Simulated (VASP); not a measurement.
Crystal: Mg2CdS.

```
CELL_PARAMETERS angstrom
3.85651 0.00000 0.00000
-1.92826 3.33984 0.00000
0.00000 0.00000 7.81290
ATOMIC_POSITIONS crystal
Mg 0.00000 0.00000 0.28772
Mg 0.00000 0.00000 0.71228
Cd 0.00000 0.00000 0.00000
S 0.00000 0.00000 0.50000
```

```yaml
Program: VASP 6.6.1
Task: relaxation of cell and atoms
Functional: PBE
Potentials_or_basis: VASP PAW PBE potentials, release 64 (Mg, Cd, S)
Cutoff: 600 eV
k_mesh: 6 × 6 × 2
Occupations: gaussian, width 0.1 eV
Spin: no spin polarisation
```

At the start: pressure 50.5 GPa; volume 25.16 Å³/atom.

**Question.** How do energy, volume and symmetry change on relaxing?

**Answer.** Over 56 steps the energy falls by 2806.8 meV/atom and the volume is 23.64 Å³/atom (-6.0 %); space group P6/mmm (No. 191, to 0.05 Å).

Step by step:
| step | energy change (eV) | largest force (eV/Å) | pressure (GPa) | volume (Å³) |
| --- | --- | --- | --- | --- |
| 1 | 0.0000 | 19.7612 | 50.53 | 100.63 |
| 3 | -7.1487 | 3.9735 | 0.36 | 146.37 |
| 5 | -6.4066 | 1.6089 | -3.43 | 180.93 |
| 7 | -6.6141 | 2.5541 | -1.25 | 167.81 |
| 9 | -6.5674 | 2.3575 | -1.62 | 170.81 |
| 11 | -7.6348 | 0.5636 | -6.59 | 155.22 |
| 13 | -9.4354 | 0.9450 | 0.94 | 99.21 |
| 15 | -9.5160 | 0.9630 | 0.29 | 99.97 |
| 17 | -10.0805 | 1.1698 | -0.38 | 97.31 |
| 19 | 59.3489 | 101.3116 | 201.17 | 71.43 |
| 21 | -7.9424 | 2.1731 | 25.34 | 82.80 |
| 23 | -8.7151 | 4.9956 | 15.04 | 85.86 |
| 25 | -8.5791 | 4.6392 | 17.56 | 84.88 |
| 27 | -8.6112 | 4.3818 | 17.87 | 84.91 |
| 29 | -8.6299 | 2.9487 | 19.85 | 85.00 |
| 31 | -8.6817 | 3.5629 | 18.76 | 85.07 |
| 33 | -8.9695 | 3.2616 | 17.08 | 86.00 |
| 35 | -9.8764 | 2.2275 | 11.36 | 89.76 |
| 37 | -11.0256 | 0.5490 | -0.70 | 105.38 |
| 39 | -11.0353 | 0.5223 | -1.41 | 107.59 |
| 41 | -11.0370 | 0.5046 | -1.57 | 108.15 |
| 43 | -11.0479 | 0.4445 | -1.58 | 108.09 |
| 45 | -11.1120 | 0.0465 | -0.37 | 103.23 |
| 47 | -11.1234 | 0.1671 | 0.38 | 100.86 |
| 49 | -11.1791 | 0.2605 | 0.30 | 98.03 |
| 51 | -11.2167 | 0.2027 | 0.57 | 94.40 |
| 53 | -11.2241 | 0.1089 | 0.05 | 95.09 |
| 55 | -11.2257 | 0.0548 | -0.17 | 95.31 |
| 56 | -11.2270 | 0.0277 | -0.04 | 94.58 |

Final structure:
```xyz
4
Lattice="3.1216 0.0000 0.0000 -1.5608 2.7034 0.0000 0.0000 0.0000 11.2072" Properties=species:S:1:pos:R:3 pbc="T T T"
Mg    0.0000    0.0000    3.1525
Mg    0.0000    0.0000    8.0547
Cd    0.0000    0.0000   11.2072
S     0.0000    0.0000    5.6036
```

Caveat: the k points lie up to 0.39 Å⁻¹ apart in the final cell.
